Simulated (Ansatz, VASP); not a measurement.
**Ni2N in VASP and in Ansatz**

```
Ni N
1.0
     3.57962    0.00000    0.00000
     0.00000    3.57962    0.00000
     0.00000    0.00000    2.74926
Ni N
2 1
Direct
  0.50000 0.00000 0.00000
  0.00000 0.50000 0.00000
  0.50000 0.50000 0.00000
```

Alike in both runs: functional PBE; k mesh 6 × 6 × 6; occupations gaussian, width 0.1 eV; no spin polarisation.

Ansatz relaxed the structure, and its values are those at the end. VASP's run is a single point on that final structure, the one shown.

|  | VASP | Ansatz |
| --- | --- | --- |
| version | VASP 6.6.1 | Ansatz 0.2.0 |
| potentials or method | VASP PAW PBE potentials, release 64 (Ni, N), cutoff 520 eV | scalar-relativistic, plane waves, PAW |
| valence electrons in the cell | 25 | 41 |

|  | VASP | Ansatz | Ansatz less VASP |
| --- | --- | --- | --- |
| gap on the k mesh at the Fermi level (eV) | none | none | - |
| pressure (GPa) | 0.2 | -0.1 | -0.35 |

A gap of «none» marks a metal or a gap that the smearing closes. With one functional, cell and mesh, what is left measures potentials, basis and numerics. VASP's potentials hold 25 valence electrons a cell and Ansatz's 41, so a difference there can come from the potentials and not from the codes.

The k mesh is coarse, so the values compare programs but aren't converged.
